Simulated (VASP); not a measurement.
Crystal: MoS2.

```
Mo S
1.0
     3.22746    0.00000    0.00000
    -1.61373    2.79507    0.00000
     0.00000    0.00000    6.31247
Mo S
1 2
Direct
  0.00000 0.00000 0.50000
  0.66667 0.33333 0.74468
  0.33333 0.66667 0.25532
```

| Item | Value |
| --- | --- |
| Program | VASP 6.6.1 |
| Task | relaxation of cell and atoms |
| Functional | PBE |
| Potentials or basis | VASP PAW PBE potentials, release 64 (Mo_sv, S) |
| Cutoff | 600 eV |
| k mesh | 9 × 9 × 4 |
| Occupations | fermi-dirac, width 0.05 eV |
| Spin | no spin polarisation |

At the start: pressure 1.0 GPa; volume 18.98 Å³/atom.

Task: How do energy, volume and symmetry change on relaxing?

Result: Over 24 steps the energy falls by 5.7 meV/atom and the volume is 20.06 Å³/atom (+5.7 %); space group P-3m1 (No. 164, to 0.05 Å).

The path:
```csv
step,energy change (eV),largest force (eV/Å),pressure (GPa),volume (Å³)
1,0.0000,0.2747,0.99,56.94
2,-0.0015,0.3042,-2.46,57.91
3,-0.0065,0.0369,-0.89,57.46
4,-0.0113,0.0503,-0.17,56.96
5,-0.0115,0.0536,0.06,56.81
6,-0.0118,0.0339,0.16,56.85
7,-0.0124,0.0222,0.47,56.98
8,-0.0121,0.1365,1.10,57.23
9,-0.0125,0.0617,0.69,57.07
10,-0.0125,0.0617,0.68,57.08
11,-0.0126,0.0612,0.66,57.13
12,-0.0129,0.0578,0.61,57.23
13,-0.0134,0.0530,0.51,57.42
14,-0.0142,0.0446,0.32,57.80
15,-0.0151,0.0270,-0.01,58.57
16,-0.0147,0.0006,-0.60,60.12
17,-0.0152,0.0196,-0.25,59.24
18,-0.0157,0.0194,-0.19,59.36
19,-0.0167,0.0216,0.01,59.74
20,-0.0165,0.0339,0.45,60.47
21,-0.0169,0.0316,0.24,60.14
22,-0.0169,0.0296,0.19,60.05
23,-0.0169,0.0347,-0.20,60.31
24,-0.0170,0.0031,-0.01,60.18
```

Final structure:
```
CELL_PARAMETERS angstrom
3.19249 0.00000 0.00000
-1.59624 2.76478 0.00000
0.00000 0.00000 6.81866
ATOMIC_POSITIONS crystal
Mo 0.00000 0.00000 0.50000
S 0.66667 0.33333 0.73215
S 0.33333 0.66667 0.26785
```

Caveat: this functional lacks dispersion, which binds the layers, so the pressure and a relaxed spacing across them are unreliable.
